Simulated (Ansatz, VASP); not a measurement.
## KCl in VASP and in Ansatz

The input INCAR:

```
SYSTEM = KCl
ALGO = Normal ; EDIFF = 1E-7
ENCUT = 520 ; GGA = PS
ISIF = 2 ; ISMEAR = 0
LASPH = .TRUE. ; LCHARG = .FALSE.
LREAL = .FALSE. ; LWAVE = .FALSE.
NBANDS = 24 ; NELM = 100
PREC = Accurate ; SIGMA = 0.05
```

File KPOINTS:

```
k-points
0
G
  6 6 6
  0 0 0
```

Contents of POSCAR:

```
KCl
1.0
    0.0000000000     -3.1207041401     -2.9749672567
   -3.1207041401      0.0000000000     -2.9749672567
    3.1207041401      3.1207041401     -5.9499345136
K Cl
2 2
Direct
    0.5000000000      0.5000000000      0.5000000000
    0.0000000000      1.0000000000      0.0000000000
    0.7609961857      0.7549528727      0.7500000000
    0.2390038143      0.2450471273      0.2500000000
```

Input for Ansatz:

```yaml
crystal:
  lattice:
    - [0.0, -3.1207041401, -2.9749672567]
    - [-3.1207041401, 0.0, -2.9749672567]
    - [3.1207041401, 3.1207041401, -5.9499345136]
  atoms:
    - { symbol: K, position: [0.5, 0.5, 0.5] }
    - { symbol: K, position: [0.0, 1.0, 0.0] }
    - { symbol: Cl, position: [0.7609961857, 0.7549528727, 0.75] }
    - { symbol: Cl, position: [0.2390038143, 0.2450471273, 0.25] }
basis:
  ecutwfc: 420
kpoints:
  mp_grid: { grid: [6, 6, 6] }
hamiltonian:
  xc: pbesol
scf:
  occupations: { method: gaussian, width: 0.05 }
output:
  forces: true
  stress: true
  eigenvalues: true
```

Change from the starting cell: mode 7 frozen in at -0.062 Å, normal strain along z -0.0467.

Alike in both runs: task single point; functional PBEsol; k mesh 6 × 6 × 6; occupations gaussian, width 0.05 eV; no spin polarisation.

|  | VASP | Ansatz |
| --- | --- | --- |
| version | VASP 6.6.1 | Ansatz 0.2.0 |
| potentials or method | VASP PAW PBE potentials, release 64 (K_sv, Cl), cutoff 520 eV | scalar-relativistic, plane waves, PAW |
| valence electrons in the cell | 32 | 32 |

VASP gave:

* gap on the k mesh at the Fermi level (eV): 5.21
* least direct gap on the mesh (eV): 5.21
* pressure (GPa): 1.3
* traceless stress, the component that is largest in VASP (GPa): 1.79
* rms of the force components (eV/Å): 0.063

Problem. Which values does Ansatz return?

Solution. gap on the k mesh at the Fermi level (eV): 5.21; least direct gap on the mesh (eV): 5.21; pressure (GPa): 1.2; traceless stress, the component that is largest in VASP (GPa): 1.75; rms of the force components (eV/Å): 0.062.

VASP's potentials were made for PBE, not for PBEsol. Atom by atom the forces differ by 0.001 eV/Å (rms over components). With one functional, cell and mesh, what is left measures potentials, basis and numerics.
